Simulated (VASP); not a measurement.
Crystal: CdH2O2.

```xyz
5
Lattice="3.8526 0.0000 0.0000 -1.9263 3.3364 0.0000 0.0000 0.0000 4.4561" Properties=species:S:1:pos:R:3 pbc="T T T"
Cd    0.0000    2.2243    4.3996
H     0.0000    0.0000    0.0360
H     1.9263    1.1121    1.9246
O     0.0000    0.0000    3.5034
O     1.9263    1.1121    0.9442
```

Base run:

* Program: VASP 6.6.1
* Functional: PBEsol
* Potentials or basis: VASP PAW PBE potentials, release 64 (Cd_sv_GW, H, O)
* Cutoff: 600 eV
* k mesh: 6 × 6 × 4
* Occupations: gaussian, width 0.01 eV
* Spin: no spin polarisation

Its results: band gap on the k mesh 1.10 eV, indirect (least direct gap 1.63 eV); pressure -5.3 GPa; largest force 0.452 eV/Å.

Question: The run is repeated on the same cell with these changes: potentials or basis from VASP PAW PBE potentials, release 64 (Cd_sv_GW, H, O) to VASP PAW PBE potentials, release 64 (Cd, H, O); cutoff from 600 eV to 520 eV; further incar settings from ALGO = Normal; EDIFF = 1e-06; NBANDS = 25 to ALGO = Normal; EDIFF = 1e-07; NBANDS = 21; valence electrons from 34 to 26. What comes out?

Answer: Band gap on the k mesh 1.09 eV, indirect (least direct gap 1.62 eV); pressure -4.6 GPa; largest force 0.420 eV/Å.

Caveats: the PAW data sets were made with another functional, which shifts forces and pressure a little.

A k mesh can miss the band edges.
